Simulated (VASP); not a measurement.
BN:

```
B N
1.0
     2.52323    0.00000    0.00000
    -1.26161    2.18518    0.00000
     0.00000    0.00000    4.17517
B N
2 2
Direct
  0.66667 0.33333 0.00030
  0.33333 0.66667 0.50030
  0.66667 0.33333 0.37470
  0.33333 0.66667 0.87470
```

Base run:

```yaml
Program: VASP 6.6.1
Functional: LDA
Potentials_or_basis: VASP PAW LDA potentials, release 64 (B, N)
Cutoff: 520 eV
k_mesh: 12 × 12 × 6
Occupations: fermi-dirac, width 0.02 eV
Spin: no spin polarisation
```

Its results: band gap on the k mesh 4.90 eV, indirect (least direct gap 8.28 eV); pressure 1.0 GPa.

Task: The run is repeated on the same cell with these changes: potentials or basis from VASP PAW LDA potentials, release 64 (B, N) to VASP PAW LDA potentials, release 64 (B_h, N_h); cutoff from 520 eV to 910 eV. What comes out?

Result: Band gap on the k mesh 4.91 eV, indirect (least direct gap 8.28 eV); pressure 0.4 GPa.

Caveats: the cutoff is under 1.25 times the usual one of these potentials, so pressure, stress and relaxed cells hold a basis-set (Pulay) error (some runs).

A k mesh can miss the band edges.
